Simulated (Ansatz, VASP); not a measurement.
TeRu: VASP beside Ansatz

```
Ru Te
1.0
     0.00000    3.11393    3.11393
     3.11393    0.00000    3.11393
     3.11393    3.11393    0.00000
Ru Te
1 1
Direct
  0.00000 0.00000 0.00000
  0.25000 0.25000 0.25000
```

Alike in both runs: task single point; functional PBEsol; k mesh 5 × 5 × 5; occupations gaussian, width 0.05 eV; no spin polarisation; Hubbard terms Ru d U = 6.0 eV.

```csv
,VASP,Ansatz
version,VASP 6.6.1,Ansatz 0.2.0
potentials or method,"VASP PAW PBE potentials, release 64 (Ru_pv, Te), cutoff 520 eV","all-electron LAPW, scalar-relativistic"
```

```csv
,VASP,Ansatz,Ansatz less VASP
gap on the k mesh at the Fermi level (eV),none,none,-
pressure (GPa),-11.8,-13.6,-1.77
```

VASP's potentials were made for PBE, not for PBEsol. The programs project onto different local orbitals, so the same U acts differently, and such runs can settle in different states. A gap of «none» marks a metal or a gap that the smearing closes. Ansatz ran all-electron here, and VASP with PAW potentials.

Spin-orbit coupling is off throughout. Noted on Ansatz's run: the k mesh is thin for a metal, which can move the energy by tens of meV per atom; U is the effective U less J, on atomic orbitals that reach past the spheres.
